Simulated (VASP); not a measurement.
# CsAg2 (P6/mmm) in VASP: further runs

Runs on CsAg2. Level: PBE. Tasks: single point.

Everything below comes from runs of VASP 6.6.1. Logs are shortened: lines on timing, memory, paths and dates and some standing lists are left out, and cuts for length are marked.

### 1 The cell of the first run

Symmetry: P6/mmm, No. 191, hexagonal system. Conventional cell: a = 4.850 Å, b = 4.850 Å, c = 5.462 Å, α = 90.00°, β = 90.00°, γ = 120.00°. Cs (site symmetry 6/mmm) has 12 Ag at 3.91 Å and 6 Cs at 4.85 Å within 5.1 Å. Ag (site symmetry -6m2) has 3 Ag at 2.80 Å within 3.7 Å.

The cell was generated, and may not be a known phase.

### 2 Single point, PBE

INCAR

```
PREC     = Accurate       # precision mode
ENCUT    = 520            # plane-wave cutoff, eV
EDIFF    = 1E-6           # SCF threshold, eV
ISMEAR   = 0              # smearing method
SIGMA    = 0.1            # smearing width, eV
LREAL    = False          # projectors in reciprocal space
LASPH    = True           # aspherical terms in the spheres
NELM     = 60             # most SCF steps
ALGO     = Fast           # electronic algorithm
ISIF     = 2              # what is computed and relaxed
LWAVE    = False          # write WAVECAR
LCHARG   = False          # write CHGCAR
GGA      = PE             # functional
NBANDS   = 22             # bands
```

KPOINTS

```
regular mesh
0
Gamma
  12 12 8
```

POSCAR

```
CsAg2
1.0
    4.8502327390      0.0000000289      0.0000000000
   -2.4251163945      4.2004247518      0.0000000000
    0.0000000000      0.0000000000      5.4618488000
Cs Ag
1 2
Direct
    0.0000000000      0.0000000000      0.5000000000
    0.3333333333      0.6666666667      0.0000000000
    0.6666666667      0.3333333333      0.0000000000
```

Potentials or basis: VASP PAW PBE potentials, release 64 (Cs_sv, Ag).

Run with:

```console
cat potpaw_PBE.64/Cs_sv/POTCAR potpaw_PBE.64/Ag/POTCAR > POTCAR
mpirun -np 1 vasp_std > vasp.out
```

OUTCAR:

```text
PREC = Accurate
   ENCUT = 520
   EDIFF = 1E-6
   ISMEAR = 0
   LREAL = False
   LASPH = True
   NELM = 60
   ISIF = 2
   GGA = PE

 ion  position               nearest neighbor table
   1  0.000  0.000  0.500-
   2  0.333  0.667  0.000-   3 2.80   3 2.80   3 2.80
   3  0.667  0.333  0.000-   2 2.80   2 2.80   2 2.80

  LATTYP: Found a hexagonal cell.
 ALAT       =     4.8502327390
 C/A-ratio  =     1.1261003531

  Lattice vectors:

 A1 = (   4.8502327390,   0.0000000289,   0.0000000000)
 A2 = (  -2.4251163945,   4.2004247518,   0.0000000000)
 A3 = (   0.0000000000,   0.0000000000,   5.4618488000)

Analysis of symmetry for initial positions (statically):
=====================================================================
 Subroutine PRICEL returns:
 Original cell was already a primitive cell.

 Routine SETGRP: Setting up the symmetry group for a
 hexagonal supercell.

 Subroutine GETGRP returns: Found 24 space group operations
 (whereof 24 operations were pure point group operations)
 out of a pool of 24 trial point group operations.

The static configuration has the point symmetry D_6h.

Analysis of symmetry for dynamics (positions and initial velocities):
=====================================================================
 Subroutine PRICEL returns:
 Original cell was already a primitive cell.

 Routine SETGRP: Setting up the symmetry group for a
 hexagonal supercell.

 Subroutine GETGRP returns: Found 24 space group operations
 (whereof 24 operations were pure point group operations)
 out of a pool of 24 trial point group operations.

The dynamic configuration has the point symmetry D_6h.

 Subroutine INISYM returns: Found 24 space group operations
 (whereof 24 operations are pure point group operations),
 and found     1 'primitive' translations

----------------------------------------------------------------------------------------

                                     Primitive cell

  volume of cell :     111.2745

  direct lattice vectors                    reciprocal lattice vectors
     4.850232739  0.000000029  0.000000000     0.206175672  0.119035582  0.000000000
    -2.425116394  4.200424752  0.000000000    -0.000000001  0.238071161  0.000000000
     0.000000000  0.000000000  5.461848800     0.000000000  0.000000000  0.183088188

  length of vectors
     4.850232739  4.850232739  5.461848800     0.238071161  0.238071161  0.183088188

[... 75 lines left out ...]
   ICHARG =      2    charge: 1-file 2-atom 10-const
   ISPIN  =      1    spin polarized calculation?
   LNONCOLLINEAR =      F non collinear calculations
   LSORBIT =      F    spin-orbit coupling
   LASPH  =      T    aspherical Exc in radial PAW
   ENCUT  =  520.0 eV  38.22 Ry    6.18 a.u.   9.02  9.02 10.16*2*pi/ulx,y,z
   NELM   =     60;   NELMIN=  2; NELMDL= -5     # of ELM steps
   EDIFF  = 0.1E-05   stopping-criterion for ELM
   LREAL  =      F    real-space projection
   EDIFFG = 0.1E-04   stopping-criterion for IOM
   NSW    =      0    number of steps for IOM
   IBRION =     -1    ionic relax: 0-MD 1-quasi-New 2-CG
   NFREE  =      0    steps in history (QN), initial steepest desc. (CG)
   ISIF   =      2    stress and relaxation
   ISYM   =      2    0-nonsym 1-usesym 2-fastsym
   POTIM  = 0.5000    time-step for ionic-motion
   TEBEG  =    0.0;   TEEND  =   0.0 temperature during run
   PSTRESS=    0.0 pullay stress
   NELECT =      31.0000    total number of electrons
   NUPDOWN=      -1.0000    fix difference up-down
   EMIN   =  10.00;   EMAX   =-10.00  energy-range for DOS
   EFERMI =   0.00;   METHOD = LEGACY
   ISMEAR =     0;   SIGMA  =   0.10  broadening in eV -4-tet -1-fermi 0-gaus
   EFERMI_NEDOS =   21; number of points for ismear=-14 and -15
   IALGO  =     68    algorithm
   IMIX   =      4    mixing-type and parameters
     AMIX     =   0.40;   BMIX     =  1.00
     AMIX_MAG =   1.60;   BMIX_MAG =  1.00
  volume/ion in A,a.u.               =      37.09       250.31
  Fermi-wavevector in a.u.,A,eV,Ry     =   1.069211  2.020517 15.554357  1.143213
  Thomas-Fermi vector in A             =   2.204884
   LORBIT       =      0    0 simple, 1 ext, 2 COOP (PROOUT), +10 PAW based schemes
   GGA     = PE    functional components
   LHFCALC =     F    Hartree Fock is set to
   AEXX    =    0.0000 exact exchange contribution
   IVDW    =     0    specifies the selected vdW correction
   LEPSILON=     F    determine dielectric tensor
   LRPA    =     F    only Hartree local field effects (RPA)
 non-spin polarized calculation
 RMM-DIIS sequential band-by-band and
 Gauss-broadening in eV      SIGMA  =   0.10
  energy-cutoff  :      520.00
  volume of cell :      111.27
 maximum number of plane-waves:      3021
 NGX is ok and might be reduce to    36
   NGX = 17   NGY = 17   NGZ = 21

 number of electron      31.0000010 magnetization

 Free energy of the ion-electron system (eV)
  ---------------------------------------------------
  ext. energy  EPLUGINS =         0.00000000
  ---------------------------------------------------
  free energy    TOTEN  =        -6.05225105 eV

  energy without entropy =       -6.04962717  energy(sigma->0) =       -6.05093911

 E-fermi :   2.8323     XC(G=0):  -8.3584

 val. band max:        2.7237911980   @ k =   0.4167  -0.0000   0.5000
 cond. band min:       2.8461493850   @ k =   0.0833   0.0833   0.3750
 fundamental gap:      0.1223581869
 Fermi energy:         2.8322880258

 k-point     1 :       0.0000    0.0000    0.0000
  band No.  band energies     occupation
      1     -19.6009      2.00000
      2      -6.3808      2.00000
      3      -6.3516      2.00000
      4      -6.3516      2.00000
      5      -2.0181      2.00000
      6      -1.4450      2.00000
[... 589 lines left out ...]
     21       8.1285      0.00000
     22       8.2042      0.00000

 [... further k-points ...]
[... 5 lines left out ...]
  --------------------------------------------------------------------------------------
  -------------------------------------------------------------------------------------
  Total       -0.0014527     -0.0014527     -0.0014264     -0.0000000     -0.0000000      0.0000000
  in kB       -0.0209171     -0.0209171     -0.0205375     -0.0000000     -0.0000000      0.0000000
  external PRESSURE =      -0.0207906 kB  Pullay stress =       0.0000000 kB

 VOLUME and BASIS-vectors are now :
 -----------------------------------------------------------------------------
  energy-cutoff  :      520.00
  volume of cell :      111.27
      direct lattice vectors                 reciprocal lattice vectors
     4.850232739  0.000000029  0.000000000     0.206175672  0.119035582  0.000000000
    -2.425116394  4.200424752  0.000000000    -0.000000001  0.238071161  0.000000000
     0.000000000  0.000000000  5.461848800     0.000000000  0.000000000  0.183088188

 POSITION                                       TOTAL-FORCE (eV/Angst)
 -----------------------------------------------------------------------------------
      0.00000      0.00000      2.73092         0.000000      0.000000     -0.000000
     -0.00000      2.80028      0.00000         0.000000      0.000000     -0.000000
      2.42512      1.40014      0.00000        -0.000000     -0.000000      0.000000
 -----------------------------------------------------------------------------------
    total drift:                                0.000000      0.000000      0.000000

  FREE ENERGIE OF THE ION-ELECTRON SYSTEM (eV)
  ---------------------------------------------------
  free  energy   TOTEN  =        -6.0522510474 eV

  energy  without entropy=       -6.0496271655  energy(sigma->0) =       -6.05093911
```

OSZICAR:

```text
N       E                     dE             d eps       ncg     rms          rms(c)
DAV:   1     0.186184595663E+03    0.18618E+03   -0.13667E+04  4180   0.121E+03
DAV:   2     0.403552324162E+01   -0.18215E+03   -0.16995E+03  4712   0.249E+02
DAV:   3    -0.617615267697E+01   -0.10212E+02   -0.10148E+02  4996   0.576E+01
DAV:   4    -0.628662841124E+01   -0.11048E+00   -0.11045E+00  4684   0.635E+00
DAV:   5    -0.628757766746E+01   -0.94926E-03   -0.94922E-03  5026   0.625E-01    0.351E+00
RMM:   6    -0.608100325228E+01    0.20657E+00   -0.75112E-01  4182   0.560E+00    0.205E+00
RMM:   7    -0.606005143604E+01    0.20952E-01   -0.48338E-02  4510   0.118E+00    0.122E+00
RMM:   8    -0.605142777012E+01    0.86237E-02   -0.29297E-02  5348   0.777E-01    0.127E-01
RMM:   9    -0.605207245842E+01   -0.64469E-03   -0.34376E-03  4845   0.355E-01    0.983E-02
RMM:  10    -0.605222431630E+01   -0.15186E-03   -0.80150E-04  4907   0.162E-01    0.179E-02
RMM:  11    -0.605224787462E+01   -0.23558E-04   -0.14988E-04  5126   0.535E-02    0.180E-02
RMM:  12    -0.605225014244E+01   -0.22678E-05   -0.19932E-05  4794   0.216E-02    0.562E-03
RMM:  13    -0.605225104743E+01   -0.90499E-06   -0.53086E-06  4068   0.993E-03
   1 F= -.60522510E+01 E0= -.60509391E+01  d E =-.262388E-02
```

stdout:

```text
POSCAR found type information on POSCAR CsAg
 POSCAR found :  2 types and       3 ions
 scaLAPACK will be used
 LDA part: xc-table for (Slater+PW92), standard interpolation
 POSCAR, INCAR and KPOINTS ok, starting setup
 FFT: planning ... GRIDC
 FFT: planning ... GRID_SOFT
 FFT: planning ... GRID
 WAVECAR not read
 entering main loop
```

Run time: 97 s. Hardware: 1 thread of Oxide Virtual Turin-like, shared host; peak memory 0.34 GiB.

What came out:

```
Free energy            : -6.0523 eV
Pressure               : 0.0 GPa
Band gap on the k mesh : zero (an odd number of electrons rules out a gap without spin polarisation)
```

Levels at points of the mesh, in eV from the Fermi level:
| k point | band 14 | band 15 | band 16 | band 17 | band 18 | band 19 |
| --- | --- | --- | --- | --- | --- | --- |
| (0.00, 0.00, 0.00) | -3.51 | -3.51 | 2.30 | 2.31 | 2.97 | 2.97 |
| (0.50, 0.00, 0.00) | -3.10 | -1.45 | -1.29 | 1.94 | 2.68 | 2.84 |
| (0.00, 0.00, 0.50) | -3.47 | -2.82 | -0.62 | 4.15 | 4.15 | 4.65 |
| (0.50, 0.00, 0.50) | -3.10 | -1.68 | -0.45 | 1.38 | 1.91 | 2.31 |

Caveat: spin-orbit coupling is left out, which moves the levels of the heavy elements.

### 3 Single point, PBE (38.20 Å³/atom)

This run uses another cell than the first one, of 38.20 Å³/atom.

INCAR

```
PREC = Accurate
ENCUT = 520
EDIFF = 1E-6
ISMEAR = 0
SIGMA = 0.1
LREAL = F
LASPH = T
NELM = 60
ALGO = Fast
ISIF = 2
LWAVE = F
LCHARG = F
GGA = PE
NBANDS = 22
```

KPOINTS is that of step 2.

POSCAR

```
CsAg2
1.0
    4.8929041529      0.0000000292      0.0000000000
   -2.4464521017      4.2373792801      0.0000000000
    0.0000000000      0.0000000000      5.5280076933
Cs Ag
1 2
Direct
    0.0000000000      0.0000000000      0.5000000000
    0.3333333333      0.6666666667      0.0000000000
    0.6666666667      0.3333333333      0.0000000000
```

Potentials or basis: VASP PAW PBE potentials, release 64 (Cs_sv, Ag).

Run with:

```console
cat potpaw_PBE.64/Cs_sv/POTCAR potpaw_PBE.64/Ag/POTCAR > POTCAR
mpirun -np 1 vasp_std > vasp.out
```

It took 99 s on 1 thread of Oxide Virtual Turin-like, shared host; peak memory 0.34 GiB.

Results (log left out):

- Free energy: -6.0477 eV
- Pressure: -0.5 GPa
- Band gap on the k mesh: zero (an odd number of electrons rules out a gap without spin polarisation)

Stress tensor (GPa, compression positive):
```
-0.53  0.00  0.00
 0.00 -0.53  0.00
 0.00  0.00 -0.41
```

Levels at points of the mesh, in eV from the Fermi level:
```tsv
k point	band 14	band 15	band 16	band 17	band 18	band 19
(0.00, 0.00, 0.00)	-3.48	-3.48	2.24	2.28	2.97	2.97
(0.50, 0.00, 0.00)	-3.09	-1.40	-1.31	1.94	2.67	2.80
(0.00, 0.00, 0.50)	-3.44	-2.82	-0.59	4.11	4.11	4.58
(0.50, 0.00, 0.50)	-3.09	-1.66	-0.46	1.40	1.93	2.24
```

Caveat: spin-orbit coupling is left out, which moves the levels of the heavy elements.

### 4 Single point, PBE (39.32 Å³/atom)

This run uses another cell than the first one, of 39.32 Å³/atom.

INCAR

```
SYSTEM = CsAg2
ALGO = Fast
EDIFF = 1E-7
ENCUT = 520
GGA = PE
ISIF = 2
ISMEAR = 0
LASPH = .TRUE.
LCHARG = .TRUE.
LELF = .TRUE.
LREAL = .FALSE.
LVHAR = .TRUE.
LWAVE = .FALSE.
NBANDS = 22
NELM = 80
PREC = Accurate
SIGMA = 0.1
```

KPOINTS

```
k-points
0
G
  12 12 8
  0 0 0
```

POSCAR

```
CsAg2
1.0
    4.9162942806      0.0000000293      0.0000000000
   -2.4581471657      4.2576357248      0.0000000000
    0.0000000000      0.0000000000      5.6350134122
Cs Ag
1 2
Direct
    0.0000000000      0.0000000000      0.5000000000
    0.3333333333      0.6666666667      0.0000000000
    0.6666666667      0.3333333333      0.0000000000
```

Run with:

```console
cat potpaw_PBE.64/Cs_sv/POTCAR potpaw_PBE.64/Ag/POTCAR > POTCAR
mpirun -np 1 vasp_std > vasp.out
```

Wall time 2.5 min (1 thread of Oxide Virtual Turin-like, shared host); peak memory 0.37 GiB.

The run converged. Its results:

```
Free energy            : -6.0348 eV
Pressure               : -0.8 GPa
Band gap on the k mesh : zero (an odd number of electrons rules out a gap without spin polarisation)
```

Levels at points of the mesh, in eV from the Fermi level:
```tsv
k point	band 14	band 15	band 16	band 17	band 18	band 19
(0.00, 0.00, 0.00)	-3.45	-3.45	2.13	2.20	2.99	2.99
(0.50, 0.00, 0.00)	-3.07	-1.35	-1.32	1.89	2.64	2.79
(0.00, 0.00, 0.50)	-3.42	-2.84	-0.59	4.05	4.05	4.41
(0.50, 0.00, 0.50)	-3.07	-1.64	-0.48	1.39	1.97	2.19
```

Caveat: spin-orbit coupling is left out, which moves the levels of the heavy elements.

### 5 The runs side by side

| cell | further INCAR settings | gap on the mesh (eV) | pressure (GPa) |
| --- | --- | --- | --- |
| a = 4.850, b = 4.850, c = 5.462 Å, angles 90.0, 90.0, 120.0°, 3 atoms | ALGO = Fast; EDIFF = 1e-06; NBANDS = 22 | none | 0.0 |
| a = 4.893, b = 4.893, c = 5.528 Å, angles 90.0, 90.0, 120.0°, 3 atoms | ALGO = Fast; EDIFF = 1e-06; NBANDS = 22 | none | -0.5 |
| a = 4.916, b = 4.916, c = 5.635 Å, angles 90.0, 90.0, 120.0°, 3 atoms | ALGO = Fast; EDIFF = 1e-07; NBANDS = 22 | none | -0.8 |

Alike in all rows: task single point; level PBE; potentials or basis VASP PAW PBE potentials, release 64 (Cs_sv, Ag); no spin polarisation; k mesh 12 × 12 × 8; cutoff (eV) 520; smearing gaussian 0.1 eV.

Caveats: spin-orbit coupling is left out, which moves the levels of the heavy elements.

Absolute energies hang on the potentials; compare differences alone.

The gap in the log of VASP goes by the Fermi energy; the results here count the filled bands.